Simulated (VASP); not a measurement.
Input of a VASP 6.6.1 run:

File INCAR:

```
SYSTEM = Ba
ALGO = Fast ; EDIFF = 1E-6
ENCUT = 520 ; ISIF = 2
ISMEAR = 0 ; LASPH = .TRUE.
LCHARG = .FALSE. ; LREAL = .FALSE.
LWAVE = .FALSE. ; NBANDS = 11
NELM = 80 ; PREC = Accurate
SIGMA = 0.15
```

Contents of KPOINTS:

```
k-points
0
G
  15 15 12
  0 0 0
```

Contents of POSCAR:

```
Ba
1.0
    3.9666846021      0.0000000000      0.0000000000
   -1.9833423011      3.4352496342      0.0000000000
    0.0000000000      0.0000000000      3.7568767680
Ba
1
Direct
    0.0000000000      0.0000000000      0.0000000000
```

Potentials or basis: VASP PAW LDA potentials, release 64 (Ba_sv).

Launch:

```sh
$ cat potpaw_LDA.64/Ba_sv/POTCAR > POTCAR
$ mpirun -np 1 vasp_std > vasp.out
```

(1) What does it give for the pressure?

(2) Predict the band gap on the k mesh.

Answers

(1) 0.4 GPa.

(2) zero (band 5 reaches 2.92 eV, above the bottom of band 6 at 1.90 eV).

Caveat: the cell differs from its parent crystal (strain -0.080 along x and y, -0.040 along z); spin-orbit coupling is left out, which moves the levels of the heavy elements.
